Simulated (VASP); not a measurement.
Ta16H, 17 atoms in the cell. The cell holds a slab with vacuum, 17 atoms: a = 6.638 Å, b = 6.638 Å, c = 20.300 Å, α = 90.00°, β = 90.00°, γ = 90.00°. 

| Quantity | Value |
| --- | --- |
| Program | VASP 6.6.1 |
| Task | single point |
| Functional | PBE |
| Potentials or basis | VASP PAW PBE potentials, release 64 (Ta_pv, H) |
| Cutoff | 520 eV |
| k mesh | 4 × 4 × 1 |
| Occupations | gaussian, width 0.1 eV |
| Spin | no spin polarisation |
| Dipole correction | yes |
| Further INCAR settings | LREAL = Auto; ALGO = Normal; EDIFF = 1e-06; NBANDS = 102 |

Potentials or basis: VASP PAW PBE potentials, release 64 (Ta_pv, H).

Command:

```bash
$ cat potpaw_PBE.64/Ta_pv/POTCAR potpaw_PBE.64/H/POTCAR > POTCAR
$ mpirun -np 1 vasp_std > vasp.out
```

Hardware: 1 thread of AMD EPYC 7R43 64-Core Processor (Zen 3) (shared host).

Q: How long does it take, and how much memory?

A: Run time: 23 min on 1 thread of AMD EPYC 7R43 64-Core Processor (Zen 3), with other jobs on the host, peak memory 0.91 GiB. Counts: scf iterations 31, k points 6.
